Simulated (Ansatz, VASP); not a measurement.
# Two plane-wave programs on TlZnAgC6N6

```
Zn Tl Ag C N
1.0
     0.00000    5.51797    5.51797
     5.51797    0.00000    5.51797
     5.51797    5.51797    0.00000
Zn Tl Ag C N
1 1 1 6 6
Direct
  0.50000 0.50000 0.50000
  0.75000 0.75000 0.75000
  0.00000 0.00000 0.00000
  0.79948 0.20052 0.20052
  0.20052 0.20052 0.79948
  0.79948 0.20052 0.79948
  0.20052 0.79948 0.79948
  0.79948 0.79948 0.20052
  0.20052 0.79948 0.20052
  0.69384 0.30616 0.30616
  0.30616 0.30616 0.69384
  0.69384 0.30616 0.69384
  0.30616 0.69384 0.69384
  0.69384 0.69384 0.30616
  0.30616 0.69384 0.30616
```

Alike in both runs: functional PBE; k mesh 4 × 4 × 4; occupations gaussian, width 0.1 eV; collinear spin.

Ansatz relaxed the structure, and its values are those at the end. VASP's run is a single point on that final structure, the one shown.

|  | VASP | Ansatz |
| --- | --- | --- |
| version | VASP 6.6.1 | Ansatz 0.2.0 |
| potentials or method | VASP PAW PBE potentials, release 64 (Zn, Tl_d, Ag, C, N), cutoff 520 eV | scalar-relativistic, plane waves, PAW |
| valence electrons in the cell | 90 | 98 |

```tsv
	VASP	Ansatz	Ansatz less VASP
gap on the k mesh at the Fermi level (eV)	0.35	0.36	+0.014
least direct gap on the mesh (eV)	0.35	0.36	+0.014
pressure (GPa)	0.5	0.1	-0.41
rms of the force components (eV/Å)	0.217	0.003	-0.2141
net moment per atom (μB)	0.13	0.13	0.000
size of the moment on the site where the two differ most (μB)	0.15	0.07	-0.084
```

Site moments also hang on the region over which each program counts them. One of these differences is far larger than is usual between the two programs; its cause wasn't traced. VASP's potentials hold 90 valence electrons a cell and Ansatz's 98, so a difference there can come from the potentials and not from the codes.

Neither program's run includes spin-orbit coupling. Noted on VASP's run: the standard files for N, O and F lose accuracy on very short bonds.
